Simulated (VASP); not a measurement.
# Mg (P6/mmm) in VASP: further runs, part 2 of 2

VASP 6.6.1.

**5. Single point, LDA**

Contents of INCAR:

```
SYSTEM = Mg
ALGO = Normal
EDIFF = 1E-6
ENCUT = 600
GGA = CA
GGA_COMPAT = .False.
ISIF = 2
ISMEAR = 0
LASPH = .True.
LCHARG = .False.
LREAL = .False.
LWAVE = .False.
NBANDS = 7
NELM = 120
PREC = Accurate
SIGMA = 0.1
```

Contents of KPOINTS:

```
k-points
0
Gamma
  3 3 4
  0 0 0
```

Contents of POSCAR:

```
Mg
1.0
    3.0502998005      0.0000000000      0.0000000000
   -1.5251499003      2.6416371164      0.0000000000
    0.0000000000      0.0000000000      3.0448375700
Mg
1
Direct
    0.0378553130      0.0757106261      0.0000000000
```

Potentials or basis: VASP PAW LDA potentials, release 64 (Mg).

Started as:

```console
cat potpaw_LDA.64/Mg/POTCAR > POTCAR
mpirun -np 1 vasp_std > vasp.out
```

Wall time 1.4 s (1 thread of AMD EPYC 7R13 (Zen 3), shared host); peak memory 0.09 GiB.

The run converged. Its results:

```
Free energy            : -1.4728 eV
Pressure               : -0.9 GPa
Band gap on the k mesh : zero (band 1 reaches 5.11 eV, above the bottom of band 2 at -0.18 eV)
```

Stress tensor (GPa, compression positive):
```
-6.77  0.00  0.00
 0.00 -6.77  0.00
 0.00  0.00 10.86
```

Levels at points of the mesh, in eV from the Fermi level:
| k point | band 1 | band 2 | band 3 | band 4 | band 5 | band 6 |
| --- | --- | --- | --- | --- | --- | --- |
| (0.00, 0.00, 0.00) | -6.70 | 7.93 | 8.60 | 12.45 | 12.45 | 13.40 |
| (0.00, 0.00, 0.50) | -3.09 | -2.34 | 14.55 | 14.55 | 16.03 | 16.03 |

Caveat: the k points lie up to 0.79 Å⁻¹ apart.

**6. Single point, PBE+D4**

Contents of INCAR:

```
SYSTEM = Mg
PREC = Accurate
ENCUT = 600
EDIFF = 1E-6
ISMEAR = 0
SIGMA = 0.1
LREAL = .FALSE.
LASPH = .TRUE.
NELM = 120
ALGO = Normal
ISIF = 2
LWAVE = .FALSE.
LCHARG = .FALSE.
GGA = PE
IVDW = 13
NBANDS = 7
GGA_COMPAT = .FALSE.
```

Contents of KPOINTS:

```
Automatic mesh
0
G
  6 6 5
  0 0 0
```

Edit POSCAR of step 5 so:

```diff
@@ -8,2 +8,2 @@
 Direct
-    0.0378553130      0.0757106261      0.0000000000
+    0.0000000000      0.0000000000      0.0000000000
```

Potentials or basis: VASP PAW PBE potentials, release 64 (Mg).

Started as:

```console
cat potpaw_PBE.64/Mg/POTCAR > POTCAR
mpirun -np 1 vasp_std > vasp.out
```

OUTCAR:

```text
SYSTEM = Mg
   PREC = Accurate
   ENCUT = 600
   EDIFF = 1E-6
   ISMEAR = 0
   LREAL = .FALSE.
   LASPH = .TRUE.
   NELM = 120
   ISIF = 2
   GGA = PE
   IVDW = 13

 ion  position               nearest neighbor table
   1  0.000  0.000  0.000-

  LATTYP: Found a hexagonal cell.
 ALAT       =     3.0502998005
 C/A-ratio  =     0.9982092808

  Lattice vectors:

 A1 = (   3.0502998005,   0.0000000000,   0.0000000000)
 A2 = (  -1.5251499003,   2.6416371164,   0.0000000000)
 A3 = (   0.0000000000,   0.0000000000,   3.0448375700)

Analysis of symmetry for initial positions (statically):
=====================================================================
 Subroutine PRICEL returns:
 Original cell was already a primitive cell.

 Routine SETGRP: Setting up the symmetry group for a
 hexagonal supercell.

 Subroutine GETGRP returns: Found 24 space group operations
 (whereof 24 operations were pure point group operations)
 out of a pool of 24 trial point group operations.

The static configuration has the point symmetry D_6h.

Analysis of symmetry for dynamics (positions and initial velocities):
=====================================================================
 Subroutine PRICEL returns:
 Original cell was already a primitive cell.

 Routine SETGRP: Setting up the symmetry group for a
 hexagonal supercell.

 Subroutine GETGRP returns: Found 24 space group operations
 (whereof 24 operations were pure point group operations)
 out of a pool of 24 trial point group operations.

The dynamic configuration has the point symmetry D_6h.

 Subroutine INISYM returns: Found 24 space group operations
 (whereof 24 operations are pure point group operations),
 and found     1 'primitive' translations

----------------------------------------------------------------------------------------

                                     Primitive cell

[... 102 lines left out ...]
   IMIX   =      4    mixing-type and parameters
     AMIX     =   0.40;   BMIX     =  1.00
     AMIX_MAG =   1.60;   BMIX_MAG =  1.00
  volume/ion in A,a.u.               =      24.53       165.57
  Fermi-wavevector in a.u.,A,eV,Ry     =   0.709836  1.341396  6.855535  0.503868
  Thomas-Fermi vector in A             =   1.796524
   LORBIT       =      0    0 simple, 1 ext, 2 COOP (PROOUT), +10 PAW based schemes
   GGA     = PE    functional components
   LHFCALC =     F    Hartree Fock is set to
   AEXX    =    0.0000 exact exchange contribution
   IVDW    =    13    specifies the selected vdW correction
   LEPSILON=     F    determine dielectric tensor
   LRPA    =     F    only Hartree local field effects (RPA)
 non-spin polarized calculation
 Gauss-broadening in eV      SIGMA  =   0.10
  energy-cutoff  :      600.00
  volume of cell :       24.53
 maximum number of plane-waves:       831
   NGX = 13   NGY = 13   NGZ = 13

 number of electron       2.0000000 magnetization

 Free energy of the ion-electron system (eV)
  ---------------------------------------------------
  ext. energy  EPLUGINS =         0.00000000
  ---------------------------------------------------
  free energy    TOTEN  =        -1.25275181 eV

  energy without entropy =       -1.24603222  energy(sigma->0) =       -1.24939201

 E-fermi :   2.2001     XC(G=0):  -8.2638

 val. band max:        2.1622376214   @ k =   0.3333   0.1667   0.4000
 cond. band min:       2.3355568188   @ k =   0.3333   0.3333   0.0000
 fundamental gap:      0.1733191974
 Fermi energy:         2.2000784082

 k-point     1 :       0.0000    0.0000    0.0000
  band No.  band energies     occupation
      1      -4.3780      2.00000
      2      10.2694      0.00000
      3      11.0069      0.00000
      4      14.8286      0.00000
      5      14.8286      0.00000
      6      15.9269      0.00000
      7      15.9269      0.00000
[... 191 lines left out ...]
 k-point    21 :       0.3333    0.3333    0.4000
  band No.  band energies     occupation
      1       4.5915      0.00000
      2       4.5915      0.00000
      3       5.4305      0.00000
      4       8.0988      0.00000
      5       8.0988      0.00000
      6       9.5811      0.00000
      7      23.9876      0.00000

------------------------ aborting loop because EDIFF is reached ----------------------------------------

  DFT-D4 for vdW energy calculation

  Edisp (eV):   -0.15383

  FORCE on cell =-STRESS in cart. coord.  units (eV):
  Direction    XX          YY          ZZ          XY          YZ          ZX
  --------------------------------------------------------------------------------------
  -------------------------------------------------------------------------------------
  Total      -0.10894    -0.10894     0.46837     0.00000     0.00000    -0.00000
  in kB      -7.11430    -7.11430    30.58573     0.00000     0.00000    -0.00000
  external pressure =        5.45 kB  Pullay stress =        0.00 kB

 VOLUME and BASIS-vectors are now :
 -----------------------------------------------------------------------------
  energy-cutoff  :      600.00
  volume of cell :       24.53
      direct lattice vectors                 reciprocal lattice vectors
     3.050299800  0.000000000  0.000000000     0.327836628  0.189276565  0.000000000
    -1.525149900  2.641637116  0.000000000     0.000000000  0.378553130  0.000000000
     0.000000000  0.000000000  3.044837570     0.000000000  0.000000000  0.328424744

 POSITION                                       TOTAL-FORCE (eV/Angst)
 -----------------------------------------------------------------------------------
      0.00000      0.00000      0.00000         0.000000      0.000000      0.000000
 -----------------------------------------------------------------------------------
    total drift:                                0.000000      0.000000      0.000000

  FREE ENERGIE OF THE ION-ELECTRON SYSTEM (eV)
  ---------------------------------------------------
  free  energy   TOTEN  =        -1.4065823779 eV

  energy  without entropy=       -1.3998627881  energy(sigma->0) =       -1.40322258
```

stdout:

```text
POSCAR found type information on POSCAR Mg
 POSCAR found :  1 types and       1 ions
 scaLAPACK will be used
 LDA part: xc-table for (Slater+PW92), standard interpolation
 POSCAR, INCAR and KPOINTS ok, starting setup
 FFT: planning ... GRIDC
 FFT: planning ... GRID_SOFT
 FFT: planning ... GRID
 WAVECAR not read
 entering main loop
```

Wall time 2.7 s (1 thread of AMD EPYC 7R13 (Zen 3), shared host); peak memory 0.1 GiB.

What came out:

```
Free energy                : -1.4066 eV
Pressure                   : 0.5 GPa
Band gap on the k mesh     : zero (band 1 reaches 4.59 eV, above the bottom of band 2 at 1.11 eV)
Dispersion energy per atom : -0.154 eV
```

Stress tensor (GPa, compression positive):
```
-0.71  0.00  0.00
 0.00 -0.71  0.00
 0.00  0.00  3.06
```

Levels at points of the mesh, in eV from the Fermi level:
| k point | band 1 | band 2 | band 3 | band 4 | band 5 | band 6 |
| --- | --- | --- | --- | --- | --- | --- |
| (0.00, 0.00, 0.00) | -6.58 | 8.07 | 8.81 | 12.63 | 12.63 | 13.73 |
| (0.50, 0.00, 0.00) | -1.51 | -1.09 | 8.31 | 8.68 | 12.97 | 13.78 |

Caveat: the k points lie up to 0.41 Å⁻¹ apart; pairwise dispersion overbinds metals, which lowers pressure and volume.

**7. Overview**

| level | potentials or basis | k mesh | smearing | gap on the mesh (eV) | pressure (GPa) |
| --- | --- | --- | --- | --- | --- |
| PBE | VASP PAW PBE potentials, release 64 (Mg) | 3 × 3 × 2 | methfessel-paxton 0.23 eV | none | 5.8 |
| PBE | VASP PAW PBE potentials, release 64 (Mg) | 7 × 1 × 1, shifted | gaussian 0.1 eV | none | 6.5 |
| LDA | VASP PAW LDA potentials, release 64 (Mg) | 3 × 3 × 4 | gaussian 0.1 eV | none | -0.9 |
| PBE+D4 | VASP PAW PBE potentials, release 64 (Mg) | 6 × 6 × 5 | gaussian 0.1 eV | none | 0.5 |

Alike in all rows: task single point; no spin polarisation; cell as given; cutoff (eV) 600.

Caveats: all runs use coarse meshes; pairwise dispersion overbinds metals, which lowers pressure and volume (some runs).

Total energies depend on the potentials used, so only differences within one code and one set of settings carry meaning.
